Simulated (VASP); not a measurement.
# TaN in VASP: a series of runs

The runs below take TaN through single point, with r2SCAN.

Program: VASP 6.6.1. These are calculated values, not measurements. Logs are shortened: lines on timing, memory, paths and dates and some standing lists are left out, and cuts for length are marked.

## Step 1: The cell of the first run

Symmetry: F-43m, No. 216, cubic system. Conventional cell: a = 4.733 Å, b = 4.733 Å, c = 4.733 Å, α = 90.00°, β = 90.00°, γ = 90.00°. Within 2.7 Å of Ta (site symmetry -43m) lie 4 N at 2.05 Å. N (site symmetry -43m) has 4 Ta at 2.05 Å within 2.7 Å.

## Step 2: Single point, r2SCAN, collinear spin

File POSCAR:

```
TaN
1.0
    0.0000000000      2.3665051011      2.3665051011
    2.3665051011      0.0000000000      2.3665051011
    2.3665051011      2.3665051011      0.0000000000
Ta N
1 1
Direct
    0.0000000000      0.0000000000      0.0000000000
    0.2500000000      0.2500000000      0.2500000000
```

File INCAR.step1:

```
SYSTEM = TaN
ALGO = Normal
EDIFF = 1E-5
ENCUT = 660
GGA = PE
GGA_COMPAT = .False.
ISMEAR = 1
ISPIN = 2
LASPH = .True.
LCHARG = .False.
LMAXMIX = 4
LREAL = .False.
LWAVE = .True.
MAGMOM = 2 0
NBANDS = 19
NELM = 200
PREC = Accurate
SIGMA = 0.005
```

File INCAR.step2:

```
SYSTEM = TaN
ALGO = Normal
EDIFF = 1E-6
ENCUT = 660
GGA_COMPAT = .False.
ISIF = 2
ISMEAR = 1
ISPIN = 2
ISTART = 1
LASPH = .True.
LCHARG = .False.
LMAXMIX = 4
LMIXTAU = .True.
LORBIT = 11
LREAL = .False.
LWAVE = .False.
MAGMOM = 2 0
METAGGA = R2SCAN
NBANDS = 19
NELM = 200
PREC = Accurate
SIGMA = 0.005
```

File KPOINTS:

```
k-points
0
Gamma
  12 12 12
  0 0 0
```

Potentials or basis: VASP PAW PBE potentials, release 64 (Ta_pv, N).

The run is started by

```
> cat potpaw_PBE.64/Ta_pv/POTCAR potpaw_PBE.64/N/POTCAR > POTCAR
> cp INCAR.step1 INCAR
> mpirun -np 1 vasp_std > vasp.out
> cp INCAR.step2 INCAR
> mpirun -np 1 vasp_std > vasp.out
```

OUTCAR:

```text
SYSTEM = TaN
   EDIFF = 1E-6
   ENCUT = 660
   ISIF = 2
   ISMEAR = 1
   ISPIN = 2
   ISTART = 1
   LASPH = .True.
   LORBIT = 11
   LREAL = .False.
   METAGGA = R2SCAN
   NELM = 200
   PREC = Accurate

 ion  position               nearest neighbor table
   1  0.000  0.000  0.000-   2 2.05   2 2.05   2 2.05   2 2.05
   2  0.250  0.250  0.250-   1 2.05   1 2.05   1 2.05   1 2.05

  LATTYP: Found a face centered cubic cell.
 ALAT       =     4.7330102022

  Lattice vectors:

 A1 = (   0.0000000000,   2.3665051011,   2.3665051011)
 A2 = (   2.3665051011,   0.0000000000,   2.3665051011)
 A3 = (   2.3665051011,   2.3665051011,   0.0000000000)

Analysis of symmetry for initial positions (statically):
=====================================================================
 Subroutine PRICEL returns:
 Original cell was already a primitive cell.

 Routine SETGRP: Setting up the symmetry group for a
 face centered cubic supercell.

 Subroutine GETGRP returns: Found 24 space group operations
 (whereof 24 operations were pure point group operations)
 out of a pool of 48 trial point group operations.

The static configuration has the point symmetry T_d .

Analysis of symmetry for dynamics (positions and initial velocities):
=====================================================================
 Subroutine PRICEL returns:
 Original cell was already a primitive cell.

 Routine SETGRP: Setting up the symmetry group for a
 face centered cubic supercell.

 Subroutine GETGRP returns: Found 24 space group operations
 (whereof 24 operations were pure point group operations)
 out of a pool of 48 trial point group operations.

The dynamic configuration has the point symmetry T_d .

Analysis of structural, dynamic, and magnetic symmetry:
=====================================================================
 Subroutine PRICEL returns:
 Original cell was already a primitive cell.

 Routine SETGRP: Setting up the symmetry group for a
 face centered cubic supercell.

 Subroutine GETGRP returns: Found 24 space group operations
 (whereof 24 operations were pure point group operations)
 out of a pool of 48 trial point group operations.

The overall configuration has the point symmetry T_d .

 Subroutine INISYM returns: Found 24 space group operations
 (whereof 24 operations are pure point group operations),
 and found     1 'primitive' translations

----------------------------------------------------------------------------------------

                                     Primitive cell

  volume of cell :      26.5065

  direct lattice vectors                    reciprocal lattice vectors
     0.000000000  2.366505101  2.366505101    -0.211282029  0.211282029  0.211282029
     2.366505101  0.000000000  2.366505101     0.211282029 -0.211282029  0.211282029
     2.366505101  2.366505101  0.000000000     0.211282029  0.211282029 -0.211282029

  length of vectors
     3.346743609  3.346743609  3.346743609     0.365951209  0.365951209  0.365951209

  position of ions in fractional coordinates (direct lattice)
     0.000000000  0.000000000  0.000000000
     0.250000000  0.250000000  0.250000000

  ion indices of the primitive-cell ions
   primitive index   ion index
                 1           1
                 2           2

----------------------------------------------------------------------------------------

 KPOINTS: k-points

Automatic generation of k-mesh.
 Grid dimensions read from file:
 generate k-points for:   12   12   12

 Generating k-lattice:

  Cartesian coordinates                     Fractional coordinates (reciprocal lattice)
    -0.017606836  0.017606836  0.017606836     0.083333333  0.000000000  0.000000000
     0.017606836 -0.017606836  0.017606836     0.000000000  0.083333333  0.000000000
     0.017606836  0.017606836 -0.017606836     0.000000000  0.000000000  0.083333333

  Length of vectors
     0.030495934  0.030495934  0.030495934

  Shift w.r.t. Gamma in fractional coordinates (k-lattice)
     0.000000000  0.000000000  0.000000000

 Subroutine IBZKPT returns following result:
 ===========================================

 Found     72 irreducible k-points:

 Following reciprocal coordinates:
            Coordinates               Weight
  0.000000  0.000000  0.000000      1.000000
  0.083333  0.000000  0.000000      8.000000
  0.166667  0.000000  0.000000      8.000000
  0.250000  0.000000  0.000000      8.000000
  0.333333  0.000000  0.000000      8.000000
  0.416667  0.000000  0.000000      8.000000
[... 16 lines left out ...]
  0.500000  0.166667  0.000000     24.000000
 -0.416667  0.166667  0.000000     24.000000
 [... further k-points ...]
   k-points           NKPTS =     72   k-points in BZ     NKDIM =     72   number of bands    NBANDS=     19
   number of dos      NEDOS =    301   number of ions     NIONS =      2
   total plane-waves  NPLWV =  21952
   dimension x,y,z NGX =    28 NGY =   28 NGZ =   28
   dimension x,y,z NGXF=    56 NGYF=   56 NGZF=   56
   ions per type =               1   1
   NGX,Y,Z   is equivalent  to a cutoff of  13.91, 13.91, 13.91 a.u.
   NGXF,Y,Z  is equivalent  to a cutoff of  27.82, 27.82, 27.82 a.u.
 SYSTEM =  TaN
   PREC   = accura    normal or accurate (medium, high low for compatibility)
   ISTART =      1    job   : 0-new  1-cont  2-samecut
   ICHARG =      0    charge: 1-file 2-atom 10-const
   ISPIN  =      2    spin polarized calculation?
   LNONCOLLINEAR =      F non collinear calculations
   LSORBIT =      F    spin-orbit coupling
   LASPH  =      T    aspherical Exc in radial PAW
   ENCUT  =  660.0 eV  48.51 Ry    6.96 a.u.   7.01  7.01  7.01*2*pi/ulx,y,z
   NELM   =    200;   NELMIN=  2; NELMDL=  0     # of ELM steps
   EDIFF  = 0.1E-05   stopping-criterion for ELM
   LREAL  =      F    real-space projection
   EDIFFG = 0.1E-04   stopping-criterion for IOM
   NSW    =      0    number of steps for IOM
   IBRION =     -1    ionic relax: 0-MD 1-quasi-New 2-CG
   NFREE  =      0    steps in history (QN), initial steepest desc. (CG)
   ISIF   =      2    stress and relaxation
   ISYM   =      2    0-nonsym 1-usesym 2-fastsym
   POTIM  = 0.5000    time-step for ionic-motion
   TEBEG  =    0.0;   TEEND  =   0.0 temperature during run
   PSTRESS=    0.0 pullay stress
   NELECT =      16.0000    total number of electrons
   NUPDOWN=      -1.0000    fix difference up-down
   EMIN   =  10.00;   EMAX   =-10.00  energy-range for DOS
   EFERMI =   0.00;   METHOD = LEGACY
   ISMEAR =     1;   SIGMA  =   0.01  broadening in eV -4-tet -1-fermi 0-gaus
   EFERMI_NEDOS =   21; number of points for ismear=-14 and -15
   IALGO  =     38    algorithm
   IMIX   =      4    mixing-type and parameters
     AMIX     =   0.40;   BMIX     =  1.00
     AMIX_MAG =   1.60;   BMIX_MAG =  1.00
  volume/ion in A,a.u.               =      13.25        89.44
  Fermi-wavevector in a.u.,A,eV,Ry     =   1.383558  2.614546 26.044719  1.914233
  Thomas-Fermi vector in A             =   2.508145
   LORBIT       =     11    0 simple, 1 ext, 2 COOP (PROOUT), +10 PAW based schemes
   METAGGA = R2SCAN    functional components
   LHFCALC =     F    Hartree Fock is set to
   AEXX    =    0.0000 exact exchange contribution
   IVDW    =     0    specifies the selected vdW correction
   LEPSILON=     F    determine dielectric tensor
   LRPA    =     F    only Hartree local field effects (RPA)
 spin polarized calculation
 Methfessel and Paxton  Order N= 1 SIGMA  =   0.01
  energy-cutoff  :      660.00
  volume of cell :       26.51
 maximum number of plane-waves:      1036
   NGX = 13   NGY = 13   NGZ = 13

 number of electron      16.0000000 magnetization      -0.0003936

 number of electron      16.0000000 magnetization       0.0078714

 Free energy of the ion-electron system (eV)
  ---------------------------------------------------
  ext. energy  EPLUGINS =         0.00000000
  ---------------------------------------------------
  free energy    TOTEN  =       -59.37117985 eV

  energy without entropy =      -59.37117428  energy(sigma->0) =      -59.37117799

 E-fermi :   7.1028     XC(G=0): -12.8821

 val. band max:        7.0960698825   @ k =  -0.2500   0.4167   0.1667
 cond. band min:       7.1030274004   @ k =  -0.2500   0.4167   0.1667
 fundamental gap:      0.0069575179
 Fermi energy:         7.1028300401

 spin component 1

 k-point     1 :       0.0000    0.0000    0.0000
  band No.  band energies     occupation
      1     -29.9867      1.00000
      2     -29.9867      1.00000
      3     -29.9867      1.00000
      4     -11.7414      1.00000
      5      -0.4656      1.00000
      6      -0.4656      1.00000
[... 11 lines left out ...]
     18      22.4824      0.00000
     19      29.1858      0.00000
[... 485 lines left out ...]
 k-point    24 :      -0.4167    0.1667    0.0000
  band No.  band energies     occupation
      1     -30.4298      1.00000
      2     -30.1373      1.00000
      3     -30.0694      1.00000
      4     -10.4098      1.00000
      5      -0.3121      1.00000
      6       0.1168      1.00000
[... 11 lines left out ...]
     18      25.1180      0.00000
     19      28.6065      0.00000

 [... further k-points ...]

 spin component 2

 k-point     1 :       0.0000    0.0000    0.0000
  band No.  band energies     occupation
      1     -29.9816      1.00000
      2     -29.9816      1.00000
      3     -29.9816      1.00000
      4     -11.7393      1.00000
      5      -0.4623      1.00000
      6      -0.4623      1.00000
[... 11 lines left out ...]
     18      22.4825      0.00000
     19      29.1899      0.00000
[... 485 lines left out ...]
 k-point    24 :      -0.4167    0.1667    0.0000
  band No.  band energies     occupation
      1     -30.4249      1.00000
      2     -30.1323      1.00000
      3     -30.0644      1.00000
      4     -10.4076      1.00000
      5      -0.3097      1.00000
      6       0.1199      1.00000
[... 11 lines left out ...]
     18      25.1212      0.00000
     19      28.6107      0.00000

 [... further k-points ...]

------------------------ aborting loop because EDIFF is reached ----------------------------------------

  FORCE on cell =-STRESS in cart. coord.  units (eV):
  Direction    XX          YY          ZZ          XY          YZ          ZX
  --------------------------------------------------------------------------------------
  -------------------------------------------------------------------------------------
  Total        0.1871299      0.1871299      0.1871299      0.0000000      0.0000000     -0.0000000
  in kB       11.3110118     11.3110118     11.3110118      0.0000000      0.0000000     -0.0000000
  external PRESSURE =      11.3110118 kB  Pullay stress =       0.0000000 kB

 VOLUME and BASIS-vectors are now :
 -----------------------------------------------------------------------------
  energy-cutoff  :      660.00
  volume of cell :       26.51
      direct lattice vectors                 reciprocal lattice vectors
     0.000000000  2.366505101  2.366505101    -0.211282029  0.211282029  0.211282029
     2.366505101  0.000000000  2.366505101     0.211282029 -0.211282029  0.211282029
     2.366505101  2.366505101  0.000000000     0.211282029  0.211282029 -0.211282029

 POSITION                                       TOTAL-FORCE (eV/Angst)
 -----------------------------------------------------------------------------------
      0.00000      0.00000      0.00000        -0.000000     -0.000000     -0.000000
      1.18325      1.18325      1.18325         0.000000      0.000000      0.000000
 -----------------------------------------------------------------------------------
    total drift:                               -0.000000     -0.000000     -0.000000

  FREE ENERGIE OF THE ION-ELECTRON SYSTEM (eV)
  ---------------------------------------------------
  free  energy   TOTEN  =       -59.3711798504 eV

  energy  without entropy=      -59.3711742840  energy(sigma->0) =      -59.37117799

 total charge

# of ion       s       p       d       tot
------------------------------------------
    1        0.317   6.241   2.385   8.943
    2        1.262   2.557   0.000   3.819
--------------------------------------------------
tot          1.579   8.798   2.385  12.761

 magnetization (x)

# of ion       s       p       d       tot
------------------------------------------
    1        0.000   0.000   0.006   0.006
    2       -0.000   0.001   0.000   0.001
--------------------------------------------------
tot          0.000   0.001   0.006   0.007
```

Wall time 2.7 min (1 thread of Intel Xeon 6975P-C (Granite Rapids), shared host); peak memory 0.24 GiB.

Results:

- Free energy: -59.3712 eV
- Pressure: 1.1 GPa
- Band gap on the k mesh: zero (filled and empty bands overlap)
- Net moment: 0.01 μB per cell
- Valence electrons inside the program's atomic spheres: Ta 8.94; N 3.82

Caveat: the PAW data sets were made with another functional, which shifts forces and pressure a little; spin-orbit coupling is left out, which moves the levels of the heavy elements.

[end of part 1 of 2]
